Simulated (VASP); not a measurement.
## PbO2: single point with PBE

The system is PbO2.

```
Pb O
1.0
     0.00000    2.70199    2.70199
     2.70199    0.00000    2.70199
     2.70199    2.70199    0.00000
Pb O
1 2
Direct
  0.00000 0.00000 0.00000
  0.25000 0.25000 0.25000
  0.75000 0.75000 0.75000
```

* Program: VASP 6.6.1
* Task: single point
* Functional: PBE
* Potentials or basis: VASP PAW PBE potentials, release 64 (Pb_d, O)
* Cutoff: 520 eV
* k mesh: 4 × 4 × 4
* Occupations: gaussian, width 0.1 eV
* Spin: no spin polarisation
* Dipole correction: no
* Further INCAR settings: ALGO = Normal; EDIFF = 1e-06; NBANDS = 20

```
Pressure               : 0.2 GPa
Band gap on the k mesh : zero (band 13 reaches 5.65 eV, above the bottom of band 14 at 4.44 eV)
```

Levels at points of the mesh, in eV from the Fermi level:
```csv
k point,band 9,band 10,band 11,band 12,band 13,band 14,band 15,band 16,band 17,band 18
"(0.00, 0.00, 0.00)",-2.05,-2.05,-2.05,-1.28,-1.28,-1.28,6.90,6.90,6.90,11.69
"(0.50, 0.00, 0.00)",-3.36,-2.84,-2.84,-1.49,-1.49,2.48,7.05,9.41,9.41,14.29
"(0.50, 0.50, 0.00)",-4.54,-4.54,-0.32,-0.22,-0.22,1.58,6.10,9.36,10.72,10.72
```

Wall time 4.6 s on 1 thread of Intel(R) Xeon(R) 6975P-C (Granite Rapids), with other jobs on the host, peak memory 0.15 GiB.

Caveat: the k points lie up to 0.50 Å⁻¹ apart; spin-orbit coupling is left out, which moves the levels of the heavy elements.
